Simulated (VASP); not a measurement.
# LiH (I-4m2) in VASP: a series of runs

LiH is run at these levels: PBE; tasks: single point.

All numbers are computed with VASP 6.6.1; they aren't measurements. Logs are shortened: lines on timing, memory, paths and dates and some standing lists are left out, and cuts for length are marked.

### 1 The cell of the first run

Symmetry: I-4m2, No. 119, tetragonal system. Conventional cell: a = 2.882 Å, b = 2.882 Å, c = 4.497 Å, α = 90.00°, β = 90.00°, γ = 90.00°. Within 2.4 Å of Li (site symmetry -4m2) lie 4 H at 1.83 Å. H (site symmetry -4m2) has 4 Li at 1.83 Å within 2.4 Å.

### 2 Single point, PBE (epitaxial xy strain -5.0%)

Contents of INCAR:

```
ALGO     = Normal         # electronic algorithm
EDIFF    = 1E-6           # SCF threshold, eV
ENCUT    = 520            # plane-wave cutoff, eV
GGA      = PE             # functional
ISIF     = 2              # what is computed and relaxed
ISMEAR   = 0              # smearing method
LASPH    = T              # aspherical terms in the spheres
LCHARG   = F              # write CHGCAR
LREAL    = F              # projectors in reciprocal space
LWAVE    = F              # write WAVECAR
NBANDS   = 9              # bands
NELM     = 60             # most SCF steps
PREC     = Accurate       # precision mode
SIGMA    = 0.01           # smearing width, eV
```

Contents of KPOINTS:

```
k-points
0
Gamma
  6 6 6
```

Contents of POSCAR:

```
LiH
1.0
    0.0000000000      2.0378659094      2.2486326808
    2.0378659094      0.0000000000      2.2486326808
    2.0378659094      2.0378659094      0.0000000000
Li H
1 1
Direct
    0.0000000000      0.0000000000      0.0000000000
    0.2500000000      0.2500000000      0.2500000000
```

Potentials or basis: VASP PAW PBE potentials, release 64 (Li_sv, H).

Run with:

```sh
$ cat potpaw_PBE.64/Li_sv/POTCAR potpaw_PBE.64/H/POTCAR > POTCAR
$ mpirun -np 1 vasp_std > vasp.out
```

OUTCAR:

```text
EDIFF = 1E-6
   ENCUT = 520
   GGA = PE
   ISIF = 2
   ISMEAR = 0
   LASPH = T
   LREAL = F
   NELM = 60
   PREC = Accurate

 ion  position               nearest neighbor table
   1  0.000  0.000  0.000-
   2  0.250  0.250  0.250-

  LATTYP: Found a body centered tetragonal cell.
 ALAT       =     2.8819776074
 C/A-ratio  =     1.5604789399

  Lattice vectors:

 A1 = (  -2.0378659094,   0.0000000000,   2.2486326808)
 A2 = (   2.0378659094,   0.0000000000,   2.2486326808)
 A3 = (   0.0000000000,   2.0378659094,  -2.2486326808)

Analysis of symmetry for initial positions (statically):
=====================================================================
 Subroutine PRICEL returns:
 Original cell was already a primitive cell.

 Routine SETGRP: Setting up the symmetry group for a
 body centered tetragonal supercell.

 Subroutine GETGRP returns: Found  8 space group operations
 (whereof  8 operations were pure point group operations)
 out of a pool of 16 trial point group operations.

The static configuration has the point symmetry D_2d.

Analysis of symmetry for dynamics (positions and initial velocities):
=====================================================================
 Subroutine PRICEL returns:
 Original cell was already a primitive cell.

 Routine SETGRP: Setting up the symmetry group for a
 body centered tetragonal supercell.

 Subroutine GETGRP returns: Found  8 space group operations
 (whereof  8 operations were pure point group operations)
 out of a pool of 16 trial point group operations.

The dynamic configuration has the point symmetry D_2d.

 Subroutine INISYM returns: Found  8 space group operations
 (whereof  8 operations are pure point group operations),
 and found     1 'primitive' translations

----------------------------------------------------------------------------------------

                                     Primitive cell

  volume of cell :      18.6767

  direct lattice vectors                    reciprocal lattice vectors
     0.000000000  2.037865909  2.248632681    -0.245354710  0.245354710  0.222357348
     2.037865909  0.000000000  2.248632681     0.245354710 -0.245354710  0.222357348
     2.037865909  2.037865909  0.000000000     0.245354710  0.245354710 -0.222357348

  length of vectors
     3.034674018  3.034674018  2.881977607     0.412117287  0.412117287  0.412117287

  position of ions in fractional coordinates (direct lattice)
     0.000000000  0.000000000  0.000000000
     0.250000000  0.250000000  0.250000000

  ion indices of the primitive-cell ions
   primitive index   ion index
                 1           1
                 2           2

----------------------------------------------------------------------------------------

 KPOINTS: k-points

Automatic generation of k-mesh.
 Grid dimensions read from file:
 generate k-points for:    6    6    6

 Generating k-lattice:

  Cartesian coordinates                     Fractional coordinates (reciprocal lattice)
    -0.040892452  0.040892452  0.037059558     0.166666667  0.000000000  0.000000000
     0.040892452 -0.040892452  0.037059558     0.000000000  0.166666667  0.000000000
     0.040892452  0.040892452 -0.037059558     0.000000000  0.000000000  0.166666667

  Length of vectors
     0.068686214  0.068686214  0.068686214

  Shift w.r.t. Gamma in fractional coordinates (k-lattice)
     0.000000000  0.000000000  0.000000000

 Subroutine IBZKPT returns following result:
 ===========================================

 Found     30 irreducible k-points:

 Following reciprocal coordinates:
            Coordinates               Weight
  0.000000  0.000000  0.000000      1.000000
  0.166667  0.000000  0.000000      8.000000
  0.333333  0.000000  0.000000      8.000000
  0.500000 -0.000000  0.000000      4.000000
  0.166667  0.166667  0.000000      2.000000
  0.333333  0.166667  0.000000      8.000000
[... 16 lines left out ...]
  0.333333  0.000000  0.333333      4.000000
  0.500000  0.000000  0.333333     16.000000
 [... further k-points ...]
   k-points           NKPTS =     30   k-points in BZ     NKDIM =     30   number of bands    NBANDS=      9
   number of dos      NEDOS =    301   number of ions     NIONS =      2
   total plane-waves  NPLWV =  13824
   dimension x,y,z NGX =    24 NGY =   24 NGZ =   24
   dimension x,y,z NGXF=    48 NGYF=   48 NGZF=   48
   ions per type =               1   1
   NGX,Y,Z   is equivalent  to a cutoff of  13.15, 13.15, 13.84 a.u.
   NGXF,Y,Z  is equivalent  to a cutoff of  26.30, 26.30, 27.69 a.u.
 SYSTEM =  unknown system
   PREC   = accura    normal or accurate (medium, high low for compatibility)
   ISTART =      0    job   : 0-new  1-cont  2-samecut
   ICHARG =      2    charge: 1-file 2-atom 10-const
   ISPIN  =      1    spin polarized calculation?
   LNONCOLLINEAR =      F non collinear calculations
   LSORBIT =      F    spin-orbit coupling
   LASPH  =      T    aspherical Exc in radial PAW
   ENCUT  =  520.0 eV  38.22 Ry    6.18 a.u.   5.64  5.64  5.36*2*pi/ulx,y,z
   NELM   =     60;   NELMIN=  2; NELMDL= -5     # of ELM steps
   EDIFF  = 0.1E-05   stopping-criterion for ELM
   LREAL  =      F    real-space projection
   EDIFFG = 0.1E-04   stopping-criterion for IOM
   NSW    =      0    number of steps for IOM
   IBRION =     -1    ionic relax: 0-MD 1-quasi-New 2-CG
   NFREE  =      0    steps in history (QN), initial steepest desc. (CG)
   ISIF   =      2    stress and relaxation
   ISYM   =      2    0-nonsym 1-usesym 2-fastsym
   POTIM  = 0.5000    time-step for ionic-motion
   TEBEG  =    0.0;   TEEND  =   0.0 temperature during run
   PSTRESS=    0.0 pullay stress
   NELECT =       4.0000    total number of electrons
   NUPDOWN=      -1.0000    fix difference up-down
   EMIN   =  10.00;   EMAX   =-10.00  energy-range for DOS
   EFERMI =   0.00;   METHOD = LEGACY
   ISMEAR =     0;   SIGMA  =   0.01  broadening in eV -4-tet -1-fermi 0-gaus
   EFERMI_NEDOS =   21; number of points for ismear=-14 and -15
   IALGO  =     38    algorithm
   IMIX   =      4    mixing-type and parameters
     AMIX     =   0.40;   BMIX     =  1.00
     AMIX_MAG =   1.60;   BMIX_MAG =  1.00
  volume/ion in A,a.u.               =       9.34        63.02
  Fermi-wavevector in a.u.,A,eV,Ry     =   0.979479  1.850946 13.053133  0.959378
  Thomas-Fermi vector in A             =   2.110335
   LORBIT       =      0    0 simple, 1 ext, 2 COOP (PROOUT), +10 PAW based schemes
   GGA     = PE    functional components
   LHFCALC =     F    Hartree Fock is set to
   AEXX    =    0.0000 exact exchange contribution
   IVDW    =     0    specifies the selected vdW correction
   LEPSILON=     F    determine dielectric tensor
   LRPA    =     F    only Hartree local field effects (RPA)
 non-spin polarized calculation
 Gauss-broadening in eV      SIGMA  =   0.01
  energy-cutoff  :      520.00
  volume of cell :       18.68
 maximum number of plane-waves:       525
 NGX is ok and might be reduce to    24
   NGX = 11   NGY = 11   NGZ = 11

 number of electron       4.0000001 magnetization

 Free energy of the ion-electron system (eV)
  ---------------------------------------------------
  ext. energy  EPLUGINS =         0.00000000
  ---------------------------------------------------
  free energy    TOTEN  =        -6.01817742 eV

  energy without entropy =       -6.01817742  energy(sigma->0) =       -6.01817742

 E-fermi :  -1.2337     XC(G=0):  -7.8675

 val. band max:       -1.3250665123   @ k =  -0.3333   0.1667   0.5000
 cond. band min:       2.8157762208   @ k =   0.5000  -0.0000   0.0000
 fundamental gap:      4.1408427330
 Fermi energy:        -1.2336925134

 k-point     1 :       0.0000    0.0000    0.0000
  band No.  band energies     occupation
      1     -44.7387      2.00000
      2      -5.3177      2.00000
      3      12.1307      0.00000
      4      16.1554      0.00000
      5      16.4394      0.00000
      6      16.4394      0.00000
      7      19.0308      0.00000
      8      19.0962      0.00000
      9      19.0962      0.00000

 k-point     2 :       0.1667    0.0000    0.0000
  band No.  band energies     occupation
      1     -44.7314      2.00000
      2      -4.8713      2.00000
      3       9.4700      0.00000
      4      14.5507      0.00000
      5      15.0252      0.00000
      6      15.5932      0.00000
      7      19.4115      0.00000
      8      20.8022      0.00000
      9      22.6227      0.00000

 k-point     3 :       0.3333    0.0000    0.0000
  band No.  band energies     occupation
      1     -44.7170      2.00000
      2      -3.6308      2.00000
      3       5.0407      0.00000
      4      13.1877      0.00000
      5      15.0303      0.00000
      6      15.2526      0.00000
      7      17.9057      0.00000
      8      20.2942      0.00000
      9      22.1800      0.00000

 k-point     4 :       0.5000   -0.0000    0.0000
  band No.  band energies     occupation
      1     -44.7098      2.00000
      2      -2.5797      2.00000
      3       2.8158      0.00000
      4      12.6883      0.00000
      5      15.0094      0.00000
      6      15.3888      0.00000
      7      17.3099      0.00000
      8      19.1494      0.00000
      9      22.2594      0.00000
[... 205 lines left out ...]
 k-point    22 :      -0.3333    0.5000    0.1667
  band No.  band energies     occupation
      1     -44.7050      2.00000
      2      -1.9785      2.00000
      3       5.1072      0.00000
      4       5.8648      0.00000
      5      10.3404      0.00000
      6      16.1931      0.00000
      7      19.7675      0.00000
      8      23.6698      0.00000
      9      27.9503      0.00000

 k-point    23 :       0.3333    0.0000    0.3333
  band No.  band energies     occupation
      1     -44.7074      2.00000
      2      -2.9228      2.00000
      3       7.3524      0.00000
      4       9.9427      0.00000
      5      10.2216      0.00000
      6      11.6275      0.00000
      7      16.8533      0.00000
      8      25.5335      0.00000
      9      26.8136      0.00000

 k-point    24 :       0.5000    0.0000    0.3333
  band No.  band energies     occupation
      1     -44.7004      2.00000
      2      -1.8291      2.00000
      3       5.1040      0.00000
      4       8.2596      0.00000
      5       9.7545      0.00000
      6      12.4910      0.00000
      7      17.8121      0.00000
      8      24.4847      0.00000
      9      27.3561      0.00000

 [... further k-points ...]

------------------------ aborting loop because EDIFF is reached ----------------------------------------

  FORCE on cell =-STRESS in cart. coord.  units (eV):
  Direction    XX          YY          ZZ          XY          YZ          ZX
  --------------------------------------------------------------------------------------
  -------------------------------------------------------------------------------------
  Total        0.2403165      0.2403165     -0.0173524      0.0000000      0.0000000      0.0000000
  in kB       20.6155298     20.6155298     -1.4885761      0.0000000      0.0000000      0.0000000
  external PRESSURE =      13.2474945 kB  Pullay stress =       0.0000000 kB

 VOLUME and BASIS-vectors are now :
 -----------------------------------------------------------------------------
  energy-cutoff  :      520.00
  volume of cell :       18.68
      direct lattice vectors                 reciprocal lattice vectors
     0.000000000  2.037865909  2.248632681    -0.245354710  0.245354710  0.222357348
     2.037865909  0.000000000  2.248632681     0.245354710 -0.245354710  0.222357348
     2.037865909  2.037865909  0.000000000     0.245354710  0.245354710 -0.222357348

 POSITION                                       TOTAL-FORCE (eV/Angst)
 -----------------------------------------------------------------------------------
      0.00000      0.00000      0.00000        -0.000000     -0.000000      0.000000
      1.01893      1.01893      1.12432         0.000000      0.000000      0.000000
 -----------------------------------------------------------------------------------
    total drift:                               -0.000000     -0.000000     -0.000000

  FREE ENERGIE OF THE ION-ELECTRON SYSTEM (eV)
  ---------------------------------------------------
  free  energy   TOTEN  =        -6.0181774160 eV

  energy  without entropy=       -6.0181774160  energy(sigma->0) =       -6.01817742
```

Run time: 9.4 s. Hardware: 1 thread of Intel Xeon 8259CL, shared host; peak memory 0.13 GiB.

What came out:

```
Free energy            : -6.0182 eV
Band gap on the k mesh : 4.14 eV (least direct gap 5.37 eV)
```

Levels at points of the mesh, in eV from the valence-band top:
| k point | band 1 | band 2 | band 3 | band 4 | band 5 | band 6 | band 7 |
| --- | --- | --- | --- | --- | --- | --- | --- |
| (0.00, 0.00, 0.00) | -43.41 | -3.99 | 13.46 | 17.48 | 17.76 | 17.76 | 20.36 |
| (0.50, 0.00, 0.00) | -43.38 | -1.25 | 4.14 | 14.01 | 16.33 | 16.71 | 18.63 |
| (0.50, 0.50, 0.00) | -43.38 | -1.15 | 6.43 | 10.85 | 11.88 | 11.88 | 19.73 |
| (0.50, 0.00, 0.50) | -43.37 | -0.19 | 7.62 | 9.81 | 10.31 | 10.59 | 18.56 |

Caveat: the k points lie up to 0.43 Å⁻¹ apart; the cell differs from its parent crystal (epitaxial xy strain -5.0%); the cutoff is under 1.25 times the usual one of these potentials, so pressure, stress and relaxed cells hold a basis-set (Pulay) error. A k mesh can miss the band edges.

### 3 Single point, PBE (epitaxial xy strain -5.0%)

Contents of INCAR:

```
SYSTEM = LiH
PREC = Accurate
ENCUT = 520
EDIFF = 1E-6
ISMEAR = -1
SIGMA = 0.02
LREAL = .FALSE.
LASPH = .TRUE.
NELM = 100
ALGO = Normal
ISIF = 2
LWAVE = .FALSE.
LCHARG = .FALSE.
GGA = PE
NBANDS = 9
```

Contents of KPOINTS:

```
regular mesh
0
G
  10 10 10
  0 0 0
```

POSCAR is that of step 2.

Potentials or basis: VASP PAW PBE potentials, release 64 (Li_sv, H).

Run with:

```sh
$ cat potpaw_PBE.64/Li_sv/POTCAR potpaw_PBE.64/H/POTCAR > POTCAR
$ mpirun -np 1 vasp_std > vasp.out
```

Run time: 28 s. Hardware: 1 thread of Intel Xeon 8259CL, shared host; peak memory 0.14 GiB.

It converged, with:

- Free energy: -6.0182 eV
- Band gap on the k mesh: 4.10 eV (least direct gap 5.34 eV)

Levels at points of the mesh, in eV from the valence-band top:
```
           k point  band 1  band 2  band 3  band 4  band 5  band 6
(0.00, 0.00, 0.00)  -43.46   -4.04   13.41   17.44   17.72   17.72
(0.50, 0.00, 0.00)  -43.43   -1.30    4.10   13.97   16.29   16.67
(0.50, 0.50, 0.00)  -43.43   -1.19    6.38   10.80   11.83   11.83
(0.50, 0.00, 0.50)  -43.42   -0.24    7.58    9.76   10.26   10.55
```

Caveat: the cell differs from its parent crystal (epitaxial xy strain -5.0%); the cutoff is under 1.25 times the usual one of these potentials, so pressure, stress and relaxed cells hold a basis-set (Pulay) error.
